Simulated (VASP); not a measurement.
# As: single point with PBE

As:

```
As
1.0
     3.05326    0.00000    0.00000
    -1.52663    2.64420    0.00000
     0.00000    0.00000    4.76283
As
2
Direct
  0.33333 0.66667 0.25000
  0.66667 0.33333 0.75000
```

* Program: VASP 6.6.1
* Task: single point
* Functional: PBE
* Potentials or basis: VASP PAW PBE potentials, release 64 (As)
* Cutoff: 520 eV
* k mesh: 16 × 16 × 9
* Occupations: fermi-dirac, width 0.05 eV
* Spin: no spin polarisation
* Dipole correction: no
* Further INCAR settings: ALGO = Normal; EDIFF = 1e-06; NBANDS = 12

The pressure is 0.1 GPa. The band gap on the k mesh is zero (band 5 reaches 10.57 eV, above the bottom of band 6 at 3.26 eV).

Levels at points of the mesh, in eV from the Fermi level:
| k point | band 1 | band 2 | band 3 | band 4 | band 5 | band 6 | band 7 | band 8 | band 9 | band 10 |
| --- | --- | --- | --- | --- | --- | --- | --- | --- | --- | --- |
| (0.00, 0.00, 0.00) | -15.10 | -10.24 | -6.61 | 3.35 | 3.35 | 5.20 | 5.20 | 6.31 | 8.60 | 11.40 |
| (0.50, 0.00, 0.00) | -11.14 | -9.55 | -4.82 | -3.10 | -2.64 | -0.19 | 0.10 | 4.01 | 5.08 | 9.21 |

Run time: 34 s on 1 thread of AMD EPYC 9R45 (Zen 5), with other jobs on the host, peak memory 0.16 GiB.
